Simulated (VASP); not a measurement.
Runs of VASP 6.6.1 on Tl. The structure is that of space group P6_3/mmc (No. 194), or close to it. The cells are those of the table. 

| cell | cutoff (eV) | gap on the mesh (eV) | pressure (GPa) |
| --- | --- | --- | --- |
| a = 3.456, b = 3.426, c = 5.526 Å, angles 89.6, 88.8, 119.1°, 2 atoms | 400 | none | -1.8 |
| a = 3.479, b = 3.479, c = 5.562 Å, angles 90.0, 90.0, 120.0°, 2 atoms | 520 | none | (a) |
| a = 3.524, b = 3.524, c = 5.633 Å, angles 90.0, 90.0, 120.0°, 2 atoms | 520 | none | -3.4 |
| a = 3.456, b = 3.456, c = 5.525 Å, angles 90.0, 90.0, 120.0°, 2 atoms | 520 | none | -1.7 |

Alike in all rows: level LDA; potentials or basis VASP PAW LDA potentials, release 64 (Tl_d); no spin polarisation; k mesh 11 × 11 × 6; smearing fermi-dirac 0.05 eV.

Problem. Fill in the values left out.

Solution. (a) -2.4.

Caveats: spin-orbit coupling is left out, which moves the levels of the heavy elements; the cell stands under tension (at least some runs).

A k mesh can miss the band edges, and the runs leave out spin-orbit coupling on Tl.

A gap of «none» marks levels without a gap at the run's occupations.
